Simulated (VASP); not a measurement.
Set up this calculation in VASP 6.6.1, as the native input.

* Task: single point
* Functional: LDA
* Potentials or basis: VASP PAW PBE potentials, release 64 (Eu)
* Cutoff: 520 eV
* k mesh: 11 × 11 × 11
* Occupations: gaussian, width 0.2 eV
* Spin: collinear spin, ferromagnetic start
* Starting moments: [6.925] μB
* Dipole correction: no
* Further INCAR settings: ALGO = Normal; EDIFF = 1e-07; NBANDS = 18

The structure of Eu lies in POSCAR:

```
Eu
1.0
   -2.0544259245      2.0544259245      2.0544259245
    2.0544259245     -2.0544259245      2.0544259245
    2.0544259245      2.0544259245     -2.0544259245
Eu
1
Direct
    0.0000000000      0.0000000000      0.0000000000
```

These files were run (other wordings do the same):

INCAR

```
PREC = Accurate
ENCUT = 520
EDIFF = 1E-7
ISMEAR = 0
SIGMA = 0.2
LREAL = False
LASPH = True
NELM = 150
ALGO = Normal
ISIF = 2
LWAVE = False
LCHARG = False
ISPIN = 2
MAGMOM = 6.925
LORBIT = 11
LMAXMIX = 6
GGA = CA
NBANDS = 18
```

KPOINTS

```
Automatic mesh
0
Gamma
  11 11 11
```

Potentials or basis: VASP PAW PBE potentials, release 64 (Eu).

The run is started by

```console
$ cat potpaw_PBE.64/Eu/POTCAR > POTCAR
$ mpirun -np 1 vasp_std > vasp.out
```

It gave:

```json
{
  "Pressure": "-0.3 GPa",
  "Net moment": "7.12 μB per cell",
  "Site moments": "Eu +6.63 μB",
  "Valence electrons inside the program's atomic spheres": "Eu 14.72"
}
```

Caveat: the PAW data sets were made with another functional, which shifts forces and pressure a little.

Run time: 55 s on 1 thread of Intel(R) Xeon(R) 6975P-C (Granite Rapids) (shared host), peak memory 0.2 GiB.
